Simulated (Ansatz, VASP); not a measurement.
# Hf in VASP and in Ansatz

File INCAR:

```
SYSTEM = Hf
PREC = Accurate
ENCUT = 520
EDIFF = 1E-7
ISMEAR = 0
SIGMA = 0.15
LREAL = .FALSE.
LASPH = .TRUE.
NELM = 100
ALGO = Fast
ISIF = 2
LWAVE = .FALSE.
LCHARG = .FALSE.
GGA = PS
NBANDS = 11
```

File KPOINTS:

```
regular mesh
0
G
  18 18 18
  0 0 0
```

File POSCAR:

```
Hf
1.0
   -1.8320750000      1.8320750000      1.7779250000
    1.8320750000     -1.8320750000      1.7779250000
    1.8320750000      1.8320750000     -1.7779250000
Hf
1
Direct
    0.0000000000      0.0000000000      0.0000000000
```

Input for Ansatz:

```yaml
crystal:
  lattice:
    - [-1.832075, 1.832075, 1.777925]
    - [1.832075, -1.832075, 1.777925]
    - [1.832075, 1.832075, -1.777925]
  atoms:
    - { symbol: Hf, position: [0.0, 0.0, 0.0] }
basis:
  ecutwfc: 420
kpoints:
  mp_grid: { grid: [18, 18, 18] }
hamiltonian:
  xc: pbesol
scf:
  occupations: { method: gaussian, width: 0.15 }
output:
  forces: true
  stress: true
  eigenvalues: true
```

Change from the starting cell: strain +0.015 along x and y, -0.015 along z, atoms carried along.

Alike in both runs: task single point; functional PBEsol; k mesh 18 × 18 × 18; occupations gaussian, width 0.15 eV; no spin polarisation.

|  | VASP | Ansatz |
| --- | --- | --- |
| version | VASP 6.6.1 | Ansatz 0.2.0 |
| potentials or method | VASP PAW PBE potentials, release 64 (Hf_pv), cutoff 520 eV | scalar-relativistic, plane waves, PAW |
| valence electrons in the cell | 10 | 26 |

|  | VASP | Ansatz | Ansatz less VASP |
| --- | --- | --- | --- |
| gap on the k mesh at the Fermi level (eV) | none | none | - |
| pressure (GPa) | -10.4 | -10.0 | +0.32 |
| traceless stress, the component that is largest in VASP (GPa) | -1.06 | -1.03 | +0.030 |

VASP's potentials were made for PBE, not for PBEsol. A gap of «none» marks a metal or a gap that the smearing closes. The functional is the same, so the differences come from potentials, cutoffs and numerics. VASP's potentials hold 10 valence electrons a cell and Ansatz's 26, so a difference there can come from the potentials and not from the codes.

Neither program's run includes spin-orbit coupling.
